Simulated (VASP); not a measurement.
Runs of VASP 6.6.1 on Fe. The structure is that of space group P6_3/mmc (No. 194), or close to it. The cells are those of the table. 

```tsv
task	cell	k mesh	cutoff (eV)	k mesh for the DOS	occupations for the DOS	gap on the mesh (eV)	pressure (GPa)
relaxation of cell and atoms	relaxed from a = 2.458, b = 2.458, c = 3.893 Å, angles 90.0, 90.0, 120.0°, 2 atoms	18 × 18 × 12	600	-	-	none	0.0
single point	a = 2.510, b = 2.510, c = 3.963 Å, angles 90.0, 90.0, 120.0°, 2 atoms	21 × 21 × 12	520	-	-	none	-15.2
single point	a = 2.460, b = 2.460, c = 3.891 Å, angles 90.0, 90.0, 120.0°, 2 atoms	18 × 18 × 12	520	-	-	none	-0.7
single point	a = 2.383, b = 2.383, c = 3.775 Å, angles 90.0, 90.0, 120.0°, 2 atoms	21 × 21 × 12	520	-	-	none	32.9
single point	a = 2.435, b = 2.435, c = 3.853 Å, angles 90.0, 90.0, 120.0°, 2 atoms	21 × 21 × 12	520	-	-	none	8.7
single point	a = 2.486, b = 2.486, c = 3.926 Å, angles 90.0, 90.0, 120.0°, 2 atoms	21 × 21 × 12	520	-	-	none	(b)
single point	a = 2.542, b = 2.542, c = 4.008 Å, angles 90.0, 90.0, 120.0°, 2 atoms	21 × 21 × 12	520	-	-	none	-22.4
single point	a = 2.461, b = 2.461, c = 3.890 Å, angles 90.0, 90.0, 120.0°, 2 atoms	21 × 21 × 12	520	-	-	none	-0.7
single point	a = 2.356, b = 2.356, c = 3.735 Å, angles 90.0, 90.0, 120.0°, 2 atoms	21 × 21 × 12	520	-	-	none	48.5
single point	a = 2.409, b = 2.409, c = 3.814 Å, angles 90.0, 90.0, 120.0°, 2 atoms	21 × 21 × 12	520	-	-	none	(a)
relaxation of shape and atoms at fixed volume	relaxed from a = 2.356, b = 2.356, c = 3.733 Å, angles 90.0, 90.0, 120.0°, 2 atoms	21 × 21 × 12	600	-	-	none	48.5
```

Alike in all rows: level PBE; potentials or basis VASP PAW PBE potentials, release 64 (Fe); no spin polarisation; smearing gaussian 0.1 eV.

Problem. Estimate the missing entries.

Solution. (a) 19.8; (b) -8.4.

Caveats: the run has no spin polarisation, though such a crystal can be magnetic; the relaxation stopped at its first step, so nothing moved (some runs).

A gap of «none» marks levels without a gap at the run's occupations.
